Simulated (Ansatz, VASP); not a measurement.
**Two plane-wave programs on Ta2Si2Ge**

The input INCAR:

```
PREC = Accurate
ENCUT = 600
EDIFF = 1E-7
ISMEAR = 0
SIGMA = 0.1
LREAL = F
LASPH = T
NELM = 80
ALGO = Normal
ISIF = 3
LWAVE = F
LCHARG = F
GGA = PE
IBRION = 2
NSW = 100
EDIFFG = -0.01
```

The input KPOINTS:

```
Automatic mesh
0
Gamma
  12 12 6
```

Contents of POSCAR:

```
Ta2Si2Ge
1.0
    3.7562444246      0.0000000000      0.0000000000
   -1.8781222123      3.2530030945      0.0000000000
    0.0000000000      0.0000000000      8.1196695169
Ta Si Ge
2 2 1
Direct
    0.3333333333      0.6666666667      0.6783187988
    0.6666666667      0.3333333333      0.3216812012
    0.0000000000      0.0000000000      0.1460283056
    0.0000000000      0.0000000000      0.8539716944
    0.0000000000      0.0000000000      0.5000000000
```

Input for Ansatz:

```yaml
crystal:
  lattice:
    - [3.7562444246, 0.0, 0.0]
    - [-1.8781222123, 3.2530030945, 0.0]
    - [0.0, 0.0, 8.1196695169]
  atoms:
    - { symbol: Ta, position: [0.3333333333, 0.6666666667, 0.6783187988] }
    - { symbol: Ta, position: [0.6666666667, 0.3333333333, 0.3216812012] }
    - { symbol: Si, position: [0.0, 0.0, 0.1460283056] }
    - { symbol: Si, position: [0.0, 0.0, 0.8539716944] }
    - { symbol: Ge, position: [0.0, 0.0, 0.5] }
basis:
  ecutwfc: 420
kpoints:
  mp_grid: { grid: [12, 12, 6] }
hamiltonian:
  xc: pbe
scf:
  occupations: { method: gaussian, width: 0.1 }
output:
  forces: true
  stress: true
  eigenvalues: true
  write_density: true
  write_potential: true
  elf: true
  volumetric_format: npy
relax:
  adjacent_minimum: "off"
  f_tol: 0.01
  max_steps: 80
  cell: { stress_tol: 0.05 }
```

Alike in both runs: task relaxation of cell and atoms; functional PBE; k mesh 12 × 12 × 6; occupations gaussian, width 0.1 eV; no spin polarisation.

```csv
,VASP,Ansatz
version,VASP 6.6.1,Ansatz 0.2.0
potentials or method,"VASP PAW PBE potentials, release 64 (Ta_pv, Si, Ge_d), cutoff 600 eV","scalar-relativistic, plane waves, PAW"
valence electrons in the cell,44,48
```

```tsv
	VASP	Ansatz	Ansatz less VASP
gap on the k mesh at the Fermi level, each at its own relaxed structure (eV)	none	none	-
relaxed volume (Å³/atom)	16.79	16.78	-0.006
relaxed cell length with the largest relative difference (Å)	3.011	3.010	-0.0005
```

A gap of «none» marks a metal or a gap that the smearing closes. VASP's potentials hold 44 valence electrons a cell and Ansatz's 48, so a difference there can come from the potentials and not from the codes.

Neither program's run includes spin-orbit coupling. Noted on VASP's run: the volume moved by over 15 % at a fixed basis, so the end points are rough.
